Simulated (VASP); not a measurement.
# Ga (C2/c) in VASP: further runs

The runs below take Ga through relaxation of cell and atoms, with RPBE, revPBE+D3(BJ).

Everything below comes from runs of VASP 6.6.1. Logs are shortened: lines on timing, memory, paths and dates and some standing lists are left out, and cuts for length are marked.

## Step 1: The cell of the first run

Symmetry: C2/c, No. 15, monoclinic system. The conventional cell has a = 2.766 Å, b = 8.053 Å, c = 3.332 Å, α = 90.00°, β = 92.02°, γ = 90.00°. Ga (site symmetry 2) has 10 Ga at 2.69 to 3.33 Å within 3.5 Å.

## Step 2: Relaxation of cell and atoms, RPBE

INCAR

```
SYSTEM = Ga
PREC = Accurate
ENCUT = 600
EDIFF = 1E-7
ISMEAR = -1
SIGMA = 0.05
LREAL = .FALSE.
LASPH = .TRUE.
NELM = 60
ALGO = Fast
ISIF = 3
LWAVE = .FALSE.
LCHARG = .FALSE.
GGA = RP
IBRION = 2
NSW = 60
EDIFFG = -0.01
```

KPOINTS

```
regular mesh
0
G
  10 10 8
  0 0 0
```

POSCAR

```
Ga
1.0
    1.3830000000     -4.0265000000      0.0000000000
    1.3830000000      4.0265000000      0.0000000000
   -0.1174474948      0.0000000000      3.3299294416
Ga
2
Direct
    0.1310000000      0.8690000000      0.7500000000
    0.8690000000      0.1310000000      0.2500000000
```

Potentials or basis: VASP PAW PBE potentials, release 64 (Ga_d).

Run with:

```bash
> cat potpaw_PBE.64/Ga_d/POTCAR > POTCAR
> mpirun -np 1 vasp_std > vasp.out
```

OUTCAR:

```text
SYSTEM = Ga
   PREC = Accurate
   ENCUT = 600
   EDIFF = 1E-7
   ISMEAR = -1
   LREAL = .FALSE.
   LASPH = .TRUE.
   NELM = 60
   ISIF = 3
   GGA = RP
   IBRION = 2
   NSW = 60
   EDIFFG = -0.01

 ion  position               nearest neighbor table
   1  0.131  0.869  0.750-   2 2.69   2 2.69   2 2.86   2 2.86   2 2.92   2 2.92
   2  0.869  0.131  0.250-   1 2.69   1 2.69   1 2.86   1 2.86   1 2.92   1 2.92

  LATTYP: Found a base centered monoclinic cell.
 ALAT       =     2.7660000000
 B/A-ratio  =     2.9114244396
 C/A-ratio  =     1.2046276211
 COS(beta)  =    -0.0352483478

  Lattice vectors:

 A1 = (   1.3830000000,  -4.0265000000,   0.0000000000)
 A2 = (   1.3830000000,   4.0265000000,   0.0000000000)
 A3 = (  -0.1174474948,   0.0000000000,   3.3299294416)

Analysis of symmetry for initial positions (statically):
=====================================================================
 Subroutine PRICEL returns:
 Original cell was already a primitive cell.

 Routine SETGRP: Setting up the symmetry group for a
 base centered monoclinic supercell.

 Subroutine GETGRP returns: Found  4 space group operations
 (whereof  2 operations were pure point group operations)
 out of a pool of  4 trial point group operations.

The static configuration has the point symmetry S_2 .
 The point group associated with its full space group is C_2h.

Analysis of symmetry for dynamics (positions and initial velocities):
=====================================================================
 Subroutine PRICEL returns:
 Original cell was already a primitive cell.

 Routine SETGRP: Setting up the symmetry group for a
 base centered monoclinic supercell.

 Subroutine GETGRP returns: Found  4 space group operations
 (whereof  2 operations were pure point group operations)
 out of a pool of  4 trial point group operations.

The dynamic configuration has the point symmetry S_2 .
 The point group associated with its full space group is C_2h.

 Subroutine INISYM returns: Found  4 space group operations
 (whereof  2 operations are pure point group operations),
 and found     1 'primitive' translations

----------------------------------------------------------------------------------------

                                     Primitive cell

  volume of cell :      37.0864

  direct lattice vectors                    reciprocal lattice vectors
     1.383000000 -4.026500000  0.000000000     0.361532899 -0.124177325  0.012751361
     1.383000000  4.026500000  0.000000000     0.361532899  0.124177325  0.012751361
    -0.117447495  0.000000000  3.329929442     0.000000000  0.000000000  0.300306663

  length of vectors
     4.257392541  4.257392541  3.332000000     0.382476983  0.382476983  0.300306663

  position of ions in fractional coordinates (direct lattice)
     0.131000000  0.869000000  0.750000000
     0.869000000  0.131000000  0.250000000

  ion indices of the primitive-cell ions
   primitive index   ion index
                 1           1
                 2           2

----------------------------------------------------------------------------------------

 KPOINTS: regular mesh

Automatic generation of k-mesh.
 Grid dimensions read from file:
 generate k-points for:   10   10    8

 Generating k-lattice:

  Cartesian coordinates                     Fractional coordinates (reciprocal lattice)
     0.036153290 -0.012417733  0.001275136     0.100000000  0.000000000 -0.000000000
     0.036153290  0.012417733  0.001275136     0.000000000  0.100000000 -0.000000000
     0.000000000  0.000000000  0.037538333     0.000000000  0.000000000  0.125000000

  Length of vectors
     0.038247698  0.038247698  0.037538333

  Shift w.r.t. Gamma in fractional coordinates (k-lattice)
     0.000000000  0.000000000  0.000000000

 Subroutine IBZKPT returns following result:
 ===========================================

 Found    227 irreducible k-points:

 Following reciprocal coordinates:
            Coordinates               Weight
  0.000000  0.000000  0.000000      1.000000
  0.100000 -0.000000  0.000000      4.000000
  0.200000 -0.000000  0.000000      4.000000
  0.300000 -0.000000  0.000000      4.000000
  0.400000 -0.000000  0.000000      4.000000
  0.500000 -0.000000  0.000000      2.000000
[... 16 lines left out ...]
  0.300000  0.300000  0.000000      2.000000
  0.400000  0.300000  0.000000      4.000000
 [... further k-points ...]
   k-points           NKPTS =    227   k-points in BZ     NKDIM =    227   number of bands    NBANDS=     17
   number of dos      NEDOS =    301   number of ions     NIONS =      2
   total plane-waves  NPLWV =  36288
   dimension x,y,z NGX =    36 NGY =   36 NGZ =   28
   dimension x,y,z NGXF=    72 NGYF=   72 NGZF=   56
   ions per type =               2
   NGX,Y,Z   is equivalent  to a cutoff of  14.06, 14.06, 13.97 a.u.
   NGXF,Y,Z  is equivalent  to a cutoff of  28.12, 28.12, 27.94 a.u.
 SYSTEM =  Ga
   PREC   = accura    normal or accurate (medium, high low for compatibility)
   ISTART =      0    job   : 0-new  1-cont  2-samecut
   ICHARG =      2    charge: 1-file 2-atom 10-const
   ISPIN  =      1    spin polarized calculation?
   LNONCOLLINEAR =      F non collinear calculations
   LSORBIT =      F    spin-orbit coupling
   LASPH  =      T    aspherical Exc in radial PAW
   ENCUT  =  600.0 eV  44.10 Ry    6.64 a.u.   8.50  8.50  6.65*2*pi/ulx,y,z
   NELM   =     60;   NELMIN=  2; NELMDL= -5     # of ELM steps
   EDIFF  = 0.1E-06   stopping-criterion for ELM
   LREAL  =      F    real-space projection
   EDIFFG = -.1E-01   stopping-criterion for IOM
   NSW    =     60    number of steps for IOM
   IBRION =      2    ionic relax: 0-MD 1-quasi-New 2-CG
   NFREE  =      1    steps in history (QN), initial steepest desc. (CG)
   ISIF   =      3    stress and relaxation
   ISYM   =      2    0-nonsym 1-usesym 2-fastsym
   POTIM  = 0.5000    time-step for ionic-motion
   TEBEG  =    0.0;   TEEND  =   0.0 temperature during run
   PSTRESS=    0.0 pullay stress
   NELECT =      26.0000    total number of electrons
   NUPDOWN=      -1.0000    fix difference up-down
   EMIN   =  10.00;   EMAX   =-10.00  energy-range for DOS
   EFERMI =   0.00;   METHOD = LEGACY
   ISMEAR =    -1;   SIGMA  =   0.05  broadening in eV -4-tet -1-fermi 0-gaus
   EFERMI_NEDOS =   21; number of points for ismear=-14 and -15
   IALGO  =     68    algorithm
   IMIX   =      4    mixing-type and parameters
     AMIX     =   0.40;   BMIX     =  1.00
     AMIX_MAG =   1.60;   BMIX_MAG =  1.00
  volume/ion in A,a.u.               =      18.54       125.14
  Fermi-wavevector in a.u.,A,eV,Ry     =   1.454323  2.748273 28.777089  2.115056
  Thomas-Fermi vector in A             =   2.571487
   LORBIT       =      0    0 simple, 1 ext, 2 COOP (PROOUT), +10 PAW based schemes
   GGA     = RP    functional components
   LHFCALC =     F    Hartree Fock is set to
   AEXX    =    0.0000 exact exchange contribution
   IVDW    =     0    specifies the selected vdW correction
   LEPSILON=     F    determine dielectric tensor
   LRPA    =     F    only Hartree local field effects (RPA)
 conjugate gradient relaxation of ions
 non-spin polarized calculation
 RMM-DIIS sequential band-by-band and
  energy-cutoff  :      600.00
  volume of cell :       37.09
 maximum number of plane-waves:      1265
 NGX is ok and might be reduce to    36
   NGX = 17   NGY = 17   NGZ = 13

--------------------------------------- Ionic step        1  -------------------------------------------

 number of electron      26.0000011 magnetization

 Free energy of the ion-electron system (eV)
  ---------------------------------------------------
  ext. energy  EPLUGINS =         0.00000000
  ---------------------------------------------------
  free energy    TOTEN  =        -5.03485193 eV

  energy without entropy =       -5.02924696  energy(sigma->0) =       -5.03204945

------------------------ aborting loop because EDIFF is reached ----------------------------------------

  FORCE on cell =-STRESS in cart. coord.  units (eV):
  Direction    XX          YY          ZZ          XY          YZ          ZX
  --------------------------------------------------------------------------------------
  -------------------------------------------------------------------------------------
  Total        1.0667275      0.9619949      0.6161118      0.0000000      0.0000000      0.1063539
  in kB       46.0838950     41.5593188     26.6167603      0.0000000      0.0000000      4.5946135
  external PRESSURE =      38.0866580 kB  Pullay stress =       0.0000000 kB
[... 89 lines left out ...]
  FREE ENERGIE OF THE ION-ELECTRON SYSTEM (eV)
  ---------------------------------------------------
  free  energy   TOTEN  =        -5.0709979331 eV

  energy  without entropy=       -5.0647582926  energy(sigma->0) =       -5.06787811

[... ionic steps 4 to 15 ...]

--------------------------------------- Ionic step       16  -------------------------------------------

 number of electron      25.9999998 magnetization

------------------------ aborting loop because EDIFF is reached ----------------------------------------

  FORCE on cell =-STRESS in cart. coord.  units (eV):
  Direction    XX          YY          ZZ          XY          YZ          ZX
  --------------------------------------------------------------------------------------
  -------------------------------------------------------------------------------------
  Total       -0.0359932     -0.0437362     -0.0467624      0.0000000      0.0000000      0.0176704
  in kB       -1.4399714     -1.7497425     -1.8708136      0.0000000      0.0000000      0.7069345
  external PRESSURE =      -1.6868425 kB  Pullay stress =       0.0000000 kB
[... 57 lines left out ...]
  energy  without entropy=       -5.0820287584  energy(sigma->0) =       -5.08395599

--------------------------------------- Ionic step       18  -------------------------------------------

 number of electron      25.9999997 magnetization

 Free energy of the ion-electron system (eV)
  ---------------------------------------------------
  ext. energy  EPLUGINS =         0.00000000
  ---------------------------------------------------
  free energy    TOTEN  =        -5.08588176 eV

  energy without entropy =       -5.08200907  energy(sigma->0) =       -5.08394541

 E-fermi :   5.0980     XC(G=0): -10.5622

 val. band max:        5.0502227922   @ k =  -0.1000   0.1000   0.0000
 cond. band min:       5.1171721300   @ k =   0.2000   0.1000   0.1250
 fundamental gap:      0.0669493379
 Fermi energy:         5.0980355668

 k-point     1 :       0.0000    0.0000    0.0000
  band No.  band energies     occupation
      1      -9.9484      2.00000
      2      -9.9269      2.00000
      3      -9.8711      2.00000
      4      -9.8706      2.00000
      5      -9.7070      2.00000
      6      -9.6984      2.00000
[... 9 lines left out ...]
     16      12.7628      0.00000
     17      13.9252      0.00000
[... 443 lines left out ...]
      1      -9.8821      2.00000
      2      -9.8510      2.00000
      3      -9.8120      2.00000
      4      -9.7837      2.00000
      5      -9.7593      2.00000
      6      -9.7478      2.00000
[... 9 lines left out ...]
     16      12.0041      0.00000
     17      12.1299      0.00000

 [... further k-points ...]

------------------------ aborting loop because EDIFF is reached ----------------------------------------

  FORCE on cell =-STRESS in cart. coord.  units (eV):
  Direction    XX          YY          ZZ          XY          YZ          ZX
  --------------------------------------------------------------------------------------
  -------------------------------------------------------------------------------------
  Total       -0.0152687      0.0053678     -0.0101423      0.0000000      0.0000000      0.0105190
  in kB       -0.6128978      0.2154677     -0.4071185      0.0000000      0.0000000      0.4222399
  external PRESSURE =      -0.2681829 kB  Pullay stress =       0.0000000 kB
[... 17 lines left out ...]
  FREE ENERGIE OF THE ION-ELECTRON SYSTEM (eV)
  ---------------------------------------------------
  free  energy   TOTEN  =        -5.0858817580 eV

  energy  without entropy=       -5.0820090666  energy(sigma->0) =       -5.08394541

 reached required accuracy - stopping structural energy minimisation
```

Wall time 31 min (1 thread of Intel Xeon Platinum 8488C (Sapphire Rapids), shared host); peak memory 0.31 GiB.

What came out:

```
Free energy                           : -5.0859 eV
Relaxed volume                        : 19.96 Å³/atom
Relaxed cell                          : a = 4.412 Å, b = 4.412 Å, c = 3.261 Å, α = 90.04°, β = 90.04°, γ = 141.05°
Space group after relaxing (to 0.1 Å) : Cmcm (No. 63)
Energy gained by relaxing             : 25.5 meV/atom
Ionic steps                           : 18
Pressure after relaxing               : 0.0 GPa
Band gap on the k mesh                : zero (bands 13 and 14 overlap by 8.52 eV)
```

Forces in eV/Å, atoms in the order of the input:
```
Ga   0.000  0.002  0.000
Ga   0.000 -0.002  0.000
```

Step by step:
```
step  energy change (eV)  largest force (eV/Å)  pressure (GPa)  volume (Å³)
   1              0.0000                0.2118            3.81        37.09
   2             -0.0351                0.1141            0.22        39.50
   3             -0.0361                0.1004           -0.06        39.92
   4             -0.0347                0.0766           -0.87        40.78
   5             -0.0362                0.0963           -0.36        40.15
   6             -0.0362                0.0979           -0.30        40.08
   7             -0.0392                0.0674           -0.22        40.00
   8             -0.0463                0.0193            0.02        39.75
   9             -0.0370                0.2275            1.05        39.18
  10             -0.0488                0.0675            0.28        39.61
  11             -0.0490                0.0985            0.37        39.54
  12             -0.0492                0.0619            0.14        39.88
  13             -0.0498                0.0798            0.23        39.72
  14             -0.0508                0.0306           -0.16        39.98
  15             -0.0509                0.0262           -0.04        40.00
  16             -0.0509                0.0172           -0.17        40.05
  17             -0.0510                0.0032            0.05        39.90
  18             -0.0510                0.0023           -0.03        39.91
```

Final structure:
```
Ga
1.0
     1.47082   -4.15991    0.02577
     1.47082    4.15991    0.02577
    -0.06340    0.00000    3.26066
Ga
2
Direct
  0.13553 0.86447 0.75000
  0.86447 0.13553 0.25000
```

Caveat: the PAW data sets were made with another functional, which shifts forces and pressure a little. Zero-point motion and thermal expansion aren't in these numbers.

## Step 3: Relaxation of cell and atoms, revPBE+D3(BJ)

INCAR

```
PREC     = Accurate       # precision mode
ENCUT    = 600            # plane-wave cutoff, eV
EDIFF    = 1E-7           # SCF threshold, eV
ISMEAR   = -1             # smearing method
SIGMA    = 0.05           # smearing width, eV
LREAL    = False          # projectors in reciprocal space
LASPH    = True           # aspherical terms in the spheres
NELM     = 60             # most SCF steps
ALGO     = Fast           # electronic algorithm
ISIF     = 3              # what is computed and relaxed
LWAVE    = False          # write WAVECAR
LCHARG   = False          # write CHGCAR
GGA      = RE             # functional
IVDW     = 12             # dispersion correction
IBRION   = 2              # ionic algorithm
NSW      = 60             # ionic steps
EDIFFG   = -0.01          # ionic threshold
```

KPOINTS

```
regular mesh
0
Gamma
  10 10 8
```

POSCAR is that of step 2.

Potentials or basis: VASP PAW PBE potentials, release 64 (Ga_d).

Run with:

```bash
> cat potpaw_PBE.64/Ga_d/POTCAR > POTCAR
> mpirun -np 1 vasp_std > vasp.out
```

OUTCAR:

```text
PREC = Accurate
   ENCUT = 600
   EDIFF = 1E-7
   ISMEAR = -1
   LREAL = False
   LASPH = True
   NELM = 60
   ISIF = 3
   GGA = RE
   IVDW = 12
   IBRION = 2
   NSW = 60
   EDIFFG = -0.01
 IVDW          = 12

 ion  position               nearest neighbor table
   1  0.131  0.869  0.750-   2 2.69   2 2.69   2 2.86   2 2.86   2 2.92   2 2.92
   2  0.869  0.131  0.250-   1 2.69   1 2.69   1 2.86   1 2.86   1 2.92   1 2.92

  LATTYP: Found a base centered monoclinic cell.
 ALAT       =     2.7660000000
 B/A-ratio  =     2.9114244396
 C/A-ratio  =     1.2046276211
 COS(beta)  =    -0.0352483478

  Lattice vectors:

 A1 = (   1.3830000000,  -4.0265000000,   0.0000000000)
 A2 = (   1.3830000000,   4.0265000000,   0.0000000000)
 A3 = (  -0.1174474948,   0.0000000000,   3.3299294416)

Analysis of symmetry for initial positions (statically):
[... 377 lines left out ...]
--------------------------------------- Ionic step       13  -------------------------------------------

 number of electron      26.0000005 magnetization

 Free energy of the ion-electron system (eV)
  ---------------------------------------------------
  ext. energy  EPLUGINS =         0.00000000
  ---------------------------------------------------
  free energy    TOTEN  =        -5.15064030 eV

  energy without entropy =       -5.14709404  energy(sigma->0) =       -5.14886717

 E-fermi :   6.2156     XC(G=0): -11.1408

 val. band max:        6.1803870611   @ k =  -0.4000  -0.4000   0.2500
 cond. band min:       6.2443246571   @ k =   0.4000  -0.0000   0.5000
 fundamental gap:      0.0639375960
 Fermi energy:         6.2156490650

 k-point     1 :       0.0000    0.0000    0.0000
  band No.  band energies     occupation
      1      -9.1228      2.00000
      2      -9.0873      2.00000
      3      -9.0326      2.00000
      4      -9.0258      2.00000
      5      -8.7899      2.00000
      6      -8.7753      2.00000
[... 457 lines left out ...]
      4      -8.9008      2.00000
      5      -8.8684      2.00000
      6      -8.8556      2.00000
[... 9 lines left out ...]
     16      13.5753      0.00000
     17      13.6444      0.00000

 [... further k-points ...]

------------------------ aborting loop because EDIFF is reached ----------------------------------------

 Edisp (eV)   -1.20639

 E8    (eV) :    -0.8711
[... 25 lines left out ...]
  FREE ENERGIE OF THE ION-ELECTRON SYSTEM (eV)
  ---------------------------------------------------
  free  energy   TOTEN  =        -6.3570329801 eV

  energy  without entropy=       -6.3534867185  energy(sigma->0) =       -6.35525985

 reached required accuracy - stopping structural energy minimisation
```

It took 18 min on 1 thread of Intel Xeon Platinum 8488C (Sapphire Rapids), shared host; peak memory 0.32 GiB.

Results:

```
Free energy                           : -6.3570 eV
Relaxed volume                        : 17.88 Å³/atom
Relaxed cell                          : a = 4.271 Å, b = 4.271 Å, c = 3.155 Å, α = 90.25°, β = 90.25°, γ = 141.58°
Space group after relaxing (to 0.1 Å) : Cmcm (No. 63)
Energy gained by relaxing             : 14.1 meV/atom
Ionic steps                           : 13
Pressure after relaxing               : 0.0 GPa
Band gap on the k mesh                : zero (bands 13 and 14 overlap by 9.32 eV)
Dispersion energy per atom            : -0.603 eV
```

Step by step:
| step | energy change (eV) | largest force (eV/Å) | pressure (GPa) | volume (Å³) |
| --- | --- | --- | --- | --- |
| 1 | 0.0000 | 0.2117 | -1.85 | 37.09 |
| 2 | -0.0144 | 0.1308 | -0.24 | 35.95 |
| 3 | -0.0161 | 0.0978 | 0.48 | 35.52 |
| 4 | -0.0161 | 0.0893 | 0.67 | 35.41 |
| 5 | -0.0208 | 0.0347 | 0.40 | 35.53 |
| 6 | -0.0260 | 0.1372 | -0.08 | 35.88 |
| 7 | -0.0265 | 0.0876 | -0.03 | 35.78 |
| 8 | -0.0265 | 0.1015 | 0.03 | 35.80 |
| 9 | -0.0277 | 0.0261 | -0.04 | 35.87 |
| 10 | -0.0277 | 0.0351 | -0.06 | 35.87 |
| 11 | -0.0280 | 0.0138 | -0.03 | 35.82 |
| 12 | -0.0279 | 0.0268 | -0.11 | 35.71 |
| 13 | -0.0281 | 0.0019 | 0.03 | 35.77 |

Final structure:
```xyz
2
Lattice="1.4053 -4.0333 0.0166 1.4053 4.0333 0.0166 -0.0791 0.0000 3.1542" Properties=species:S:1:pos:R:3 pbc="T T T"
Ga    1.3460    2.9466    2.3822
Ga    1.3855   -2.9466    0.8051
```

Levels at points of the mesh, in eV from the Fermi level:
```tsv
k point	band 11	band 12	band 13	band 14	band 15	band 16
(0.00, 0.00, 0.00)	-11.64	-2.51	-1.69	2.65	6.36	8.53
(0.50, 0.00, 0.00)	-6.61	-5.60	-1.89	-0.31	6.62	6.95
(0.50, 0.50, 0.00)	-9.66	-8.79	4.83	5.83	6.53	7.02
(0.00, 0.00, 0.50)	-7.74	-7.74	1.63	1.63	2.45	2.45
(0.50, 0.00, 0.50)	-2.98	-2.95	-1.75	-1.66	1.79	2.00
(0.50, 0.50, 0.50)	-5.89	-5.89	-4.50	-4.50	10.40	10.40
```

Caveat: the PAW data sets were made with another functional, which shifts forces and pressure a little.
